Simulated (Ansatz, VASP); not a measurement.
**GdSn: VASP beside Ansatz**

Contents of INCAR:

```
SYSTEM = GdSn
ALGO     = Normal         ! electronic algorithm
EDIFF    = 1E-7           ! SCF threshold, eV
ENCUT    = 520            ! plane-wave cutoff, eV
GGA      = PE             ! functional
ISIF     = 2              ! what is computed and relaxed
ISMEAR   = 0              ! smearing method
ISPIN    = 2              ! spin polarisation
LASPH    = .TRUE.         ! aspherical terms in the spheres
LCHARG   = .FALSE.        ! write CHGCAR
LDAU     = .TRUE.         ! DFT+U
LDAUJ    = 0 0          
LDAUL    = 3 -1           ! shell
LDAUPRINT= 1            
LDAUTYPE = 2            
LDAUU    = 6 0            ! U, eV
LMAXMIX  = 6              ! l up to which the mixer works
LORBIT   = 11             ! projections on sites
LREAL    = .FALSE.        ! projectors in reciprocal space
LWAVE    = .FALSE.        ! write WAVECAR
MAGMOM   = 8.03 -0.01     ! initial moments
NBANDS   = 27             ! bands
NELM     = 150            ! most SCF steps
PREC     = Accurate       ! precision mode
SIGMA    = 0.05           ! smearing width, eV
```

Contents of KPOINTS:

```
k-points
0
G
  8 8 8
  0 0 0
```

POSCAR

```
GdSn
1.0
    3.8246667891      0.0000000000      0.0000000000
    0.0000000000      3.8246667891      0.0000000000
    0.0000000000      0.0000000000      3.8246667891
Gd Sn
1 1
Direct
    0.0000000000      0.0000000000      0.0000000000
    0.5000000000      0.5000000000      0.5000000000
```

Input for Ansatz:

```yaml
crystal:
  lattice:
    - [3.8246667891, 0.0, 0.0]
    - [0.0, 3.8246667891, 0.0]
    - [0.0, 0.0, 3.8246667891]
  atoms:
    - { symbol: Gd, position: [0.0, 0.0, 0.0], spin: 8.03 }
    - { symbol: Sn, position: [0.5, 0.5, 0.5] }
basis:
  ecutwfc: 420
  ecutrho_ratio: 4
kpoints:
  mp_grid: { grid: [8, 8, 8] }
hamiltonian:
  xc: pbe
  hubbard:
    sites:
      - { species: Gd, l: f, u_eff: 6.0, starting_ns: start.occupation_matrices }
    ns_hold: { iters: 6 }
scf:
  occupations: { method: gaussian, width: 0.05 }
  lower_state_search: "off"
output:
  forces: true
  stress: true
  eigenvalues: true
  populations: true
  hubbard: { sites: [{ species: Gd, l: f }] }
magnetization:
  spin_polarized: true
```

Alike in both runs: task single point; functional PBE; k mesh 8 × 8 × 8; occupations gaussian, width 0.05 eV; collinear spin; Hubbard terms Gd f U = 6.0 eV.

```csv
,VASP,Ansatz
version,VASP 6.6.1,Ansatz 0.2.0
potentials or method,"VASP PAW PBE potentials, release 64 (Gd, Sn_d), cutoff 520 eV","scalar-relativistic, plane waves, PAW"
valence electrons in the cell,32,32
```

```tsv
	VASP	Ansatz	Ansatz less VASP
gap on the k mesh at the Fermi level (eV)	none	none	-
pressure (GPa)	0.1	0.0	-0.14
net moment per atom (μB)	3.73	3.76	+0.033
size of the moment on the site where the two differ most (μB)	7.02	7.30	+0.278
```

Site moments also hang on the region over which each program counts them. The programs project onto different local orbitals, so the same U acts differently, and such runs can settle in different states. A gap of «none» marks a metal or a gap that the smearing closes. Ansatz's warnings: filled band counts differ across k points.

Neither program's run includes spin-orbit coupling.
